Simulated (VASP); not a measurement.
# H4C (Pm-3m) in VASP: single point with r2SCAN+rVV10

Aim: the single point of H4C with r2SCAN+rVV10.

All numbers are computed with VASP 6.6.1; they aren't measurements. Logs are shortened: lines on timing, memory, paths and dates and some standing lists are left out, and cuts for length are marked.

## 1. The cell of the first run

The structure is cubic, space group Pm-3m (No. 221). The conventional cell has a = 2.759 Å, b = 2.759 Å, c = 2.759 Å, α = 90.00°, β = 90.00°, γ = 90.00°. H (site symmetry m-3m) has 12 H at 1.95 Å and 8 C at 2.39 Å within 2.6 Å. Within 1.8 Å of H (site symmetry 4/mmm) lie 2 C at 1.38 Å. Within 1.8 Å of C (site symmetry m-3m) lie 6 H at 1.38 Å.

## 2. Single point, r2SCAN+rVV10

POSCAR reads:

```
H4C
1.0
    2.7591712865      0.0000000000      0.0000000000
    0.0000000000      2.7591712865      0.0000000000
    0.0000000000      0.0000000000      2.7591712865
H C
4 1
Direct
    0.0000000000      0.0000000000      0.0000000000
    0.5000000000      0.5000000000      0.0000000000
    0.5000000000      0.0000000000      0.5000000000
    0.0000000000      0.5000000000      0.5000000000
    0.5000000000      0.5000000000      0.5000000000
```

INCAR.step1 reads:

```
  PREC = Accurate
  ENCUT = 520
  ISMEAR = -1
  SIGMA = 0.03
  LREAL = False
  LASPH = True
  NELM = 80
  NBANDS = 12
  GGA = PE
  ALGO = Normal
  EDIFF = 1E-4
  LWAVE = True
  LCHARG = False
```

INCAR.step2 reads:

```
  PREC = Accurate
  ENCUT = 520
  EDIFF = 1E-7
  ISMEAR = -1
  SIGMA = 0.03
  LREAL = False
  LASPH = True
  NELM = 80
  ALGO = Normal
  ISIF = 2
  LWAVE = False
  LCHARG = False
  METAGGA = R2SCAN
  LMIXTAU = True
  LUSE_VDW = True
  IVDW_NL = 2
  BPARAM = 11.95
  CPARAM = 0.0093
  NBANDS = 12
  ISTART = 1
```

KPOINTS reads:

```
regular mesh
0
Gamma
  10 10 10
```

Potentials or basis: VASP PAW PBE potentials, release 64 (H, C).

Run with:

```bash
> cat potpaw_PBE.64/H/POTCAR potpaw_PBE.64/C/POTCAR > POTCAR
> cp INCAR.step1 INCAR
> mpirun -np 1 vasp_std > vasp.out
> cp INCAR.step2 INCAR
> mpirun -np 1 vasp_std > vasp.out
```

OUTCAR:

```text
PREC = Accurate
   ENCUT = 520
   EDIFF = 1E-7
   ISMEAR = -1
   LREAL = False
   LASPH = True
   NELM = 80
   ISIF = 2
   METAGGA = R2SCAN
   IVDW_NL = 2
   BPARAM = 11.95
   ISTART = 1

 ion  position               nearest neighbor table
   1  0.000  0.000  0.000-
   2  0.500  0.500  0.000-   5 1.38   5 1.38
   3  0.500  0.000  0.500-   5 1.38   5 1.38
   4  0.000  0.500  0.500-   5 1.38   5 1.38
   5  0.500  0.500  0.500-   2 1.38   3 1.38   4 1.38   2 1.38   3 1.38   4 1.38

  LATTYP: Found a simple cubic cell.
 ALAT       =     2.7591712865

  Lattice vectors:

 A1 = (   2.7591712865,   0.0000000000,   0.0000000000)
 A2 = (   0.0000000000,   2.7591712865,   0.0000000000)
 A3 = (   0.0000000000,   0.0000000000,   2.7591712865)

Analysis of symmetry for initial positions (statically):
=====================================================================
 Subroutine PRICEL returns:
 Original cell was already a primitive cell.

 Routine SETGRP: Setting up the symmetry group for a
 simple cubic supercell.

 Subroutine GETGRP returns: Found 48 space group operations
 (whereof 48 operations were pure point group operations)
 out of a pool of 48 trial point group operations.

The static configuration has the point symmetry O_h .

Analysis of symmetry for dynamics (positions and initial velocities):
=====================================================================
 Subroutine PRICEL returns:
 Original cell was already a primitive cell.

 Routine SETGRP: Setting up the symmetry group for a
 simple cubic supercell.

 Subroutine GETGRP returns: Found 48 space group operations
 (whereof 48 operations were pure point group operations)
 out of a pool of 48 trial point group operations.

The dynamic configuration has the point symmetry O_h .

 Subroutine INISYM returns: Found 48 space group operations
 (whereof 48 operations are pure point group operations),
 and found     1 'primitive' translations

----------------------------------------------------------------------------------------

                                     Primitive cell

  volume of cell :      21.0056

  direct lattice vectors                    reciprocal lattice vectors
     2.759171286  0.000000000  0.000000000     0.362427663  0.000000000  0.000000000
     0.000000000  2.759171286  0.000000000     0.000000000  0.362427663  0.000000000
     0.000000000  0.000000000  2.759171286     0.000000000  0.000000000  0.362427663

  length of vectors
[... 97 lines left out ...]
   TEBEG  =    0.0;   TEEND  =   0.0 temperature during run
   PSTRESS=    0.0 pullay stress
   NELECT =       8.0000    total number of electrons
   NUPDOWN=      -1.0000    fix difference up-down
   EMIN   =  10.00;   EMAX   =-10.00  energy-range for DOS
   EFERMI =   0.00;   METHOD = LEGACY
   ISMEAR =    -1;   SIGMA  =   0.03  broadening in eV -4-tet -1-fermi 0-gaus
   EFERMI_NEDOS =   21; number of points for ismear=-14 and -15
   IALGO  =     38    algorithm
   IMIX   =      4    mixing-type and parameters
     AMIX     =   0.40;   BMIX     =  1.00
     AMIX_MAG =   1.60;   BMIX_MAG =  1.00
  volume/ion in A,a.u.               =       4.20        28.35
  Fermi-wavevector in a.u.,A,eV,Ry     =   1.186660  2.242462 19.159194  1.408161
  Thomas-Fermi vector in A             =   2.322828
   LORBIT       =      0    0 simple, 1 ext, 2 COOP (PROOUT), +10 PAW based schemes
   METAGGA = R2SCAN    functional components
   LHFCALC =     F    Hartree Fock is set to
   AEXX    =    0.0000 exact exchange contribution
   IVDW_NL    =     2    kernel type
   BPARAM     =11.9500
   IVDW    =     0    specifies the selected vdW correction
   LEPSILON=     F    determine dielectric tensor
   LRPA    =     F    only Hartree local field effects (RPA)
 non-spin polarized calculation
  energy-cutoff  :      520.00
  volume of cell :       21.01
 maximum number of plane-waves:       587
 NGX is ok and might be reduce to    24
   NGX = 11   NGY = 11   NGZ = 11

 number of electron       8.0000001 magnetization

 Free energy of the ion-electron system (eV)
  ---------------------------------------------------
  ext. energy  EPLUGINS =         0.00000000
  ---------------------------------------------------
  free energy    TOTEN  =       -17.53515789 eV

  energy without entropy =      -17.53115082  energy(sigma->0) =      -17.53315435

 E-fermi :   2.7681     XC(G=0): -11.5297

 val. band max:        2.7539693444   @ k =   0.4000   0.3000   0.2000
 cond. band min:       2.7693450259   @ k =   0.5000   0.3000   0.1000
 fundamental gap:      0.0153756815
 Fermi energy:         2.7681278979

 k-point     1 :       0.0000    0.0000    0.0000
  band No.  band energies     occupation
      1     -14.8439      2.00000
      2       2.7360      1.48955
      3       2.7360      1.48955
      4       2.7360      1.48955
      5       2.8818      0.04425
      6       4.2370      0.00000
      7       4.2370      0.00000
      8      19.4132      0.00000
      9      22.9596      0.00000
     10      22.9596      0.00000
     11      22.9596      0.00000
     12      30.2282      0.00000
[... 331 lines left out ...]
 k-point    24 :       0.3000    0.1000    0.1000
  band No.  band energies     occupation
      1     -13.1485      2.00000
      2      -4.8066      2.00000
      3       0.7667      2.00000
      4       1.5498      2.00000
      5       4.8247      0.00000
      6       7.9162      0.00000
      7      12.0709      0.00000
      8      17.4070      0.00000
      9      17.6995      0.00000
     10      21.1166      0.00000
     11      22.6059      0.00000
     12      25.9375      0.00000

 [... further k-points ...]
[... 5 lines left out ...]
  --------------------------------------------------------------------------------------
  -------------------------------------------------------------------------------------
  Total       -0.1563764     -0.1563764     -0.1563764      0.0000000     -0.0000000     -0.0000000
  in kB      -11.9274019    -11.9274019    -11.9274019      0.0000000     -0.0000000     -0.0000000
  external PRESSURE =     -11.9274019 kB  Pullay stress =       0.0000000 kB

 VOLUME and BASIS-vectors are now :
 -----------------------------------------------------------------------------
  energy-cutoff  :      520.00
  volume of cell :       21.01
      direct lattice vectors                 reciprocal lattice vectors
     2.759171286  0.000000000  0.000000000     0.362427663  0.000000000  0.000000000
     0.000000000  2.759171286  0.000000000     0.000000000  0.362427663  0.000000000
     0.000000000  0.000000000  2.759171286     0.000000000  0.000000000  0.362427663

 POSITION                                       TOTAL-FORCE (eV/Angst)
 -----------------------------------------------------------------------------------
      0.00000      0.00000      0.00000         0.000000      0.000000      0.000000
      1.37959      1.37959      0.00000         0.000000      0.000000      0.000000
      1.37959      0.00000      1.37959         0.000000      0.000000      0.000000
      0.00000      1.37959      1.37959         0.000000      0.000000      0.000000
      1.37959      1.37959      1.37959         0.000000      0.000000      0.000000
 -----------------------------------------------------------------------------------
    total drift:                                0.000000     -0.000000     -0.000000

  FREE ENERGIE OF THE ION-ELECTRON SYSTEM (eV)
  ---------------------------------------------------
  free  energy   TOTEN  =       -17.5351578877 eV

  energy  without entropy=      -17.5311508218  energy(sigma->0) =      -17.53315435
```

OUTCAR.step1:

```text
PREC = Accurate
   ENCUT = 520
   ISMEAR = -1
   LREAL = False
   LASPH = True
   NELM = 80
[... 591 lines left out ...]
      1.37959      0.00000      1.37959         0.000000      0.000000      0.000000
      0.00000      1.37959      1.37959         0.000000      0.000000      0.000000
      1.37959      1.37959      1.37959         0.000000      0.000000      0.000000
 -----------------------------------------------------------------------------------
    total drift:                                0.000000     -0.000000     -0.000000

  FREE ENERGIE OF THE ION-ELECTRON SYSTEM (eV)
  ---------------------------------------------------
  free  energy   TOTEN  =       -16.9703538820 eV

  energy  without entropy=      -16.9661465376  energy(sigma->0) =      -16.96825021
```

It took 43 s on 1 thread of Intel Xeon Platinum 8488C (Sapphire Rapids), shared host; peak memory 0.21 GiB.

Results:

| Quantity | Value |
| --- | --- |
| Free energy | -17.5352 eV |
| Pressure | -1.2 GPa |
| Band gap on the k mesh | zero (band 4 reaches 3.72 eV, above the bottom of band 5 at 1.12 eV) |

Caveat: the PAW data sets were made with another functional, which shifts forces and pressure a little.
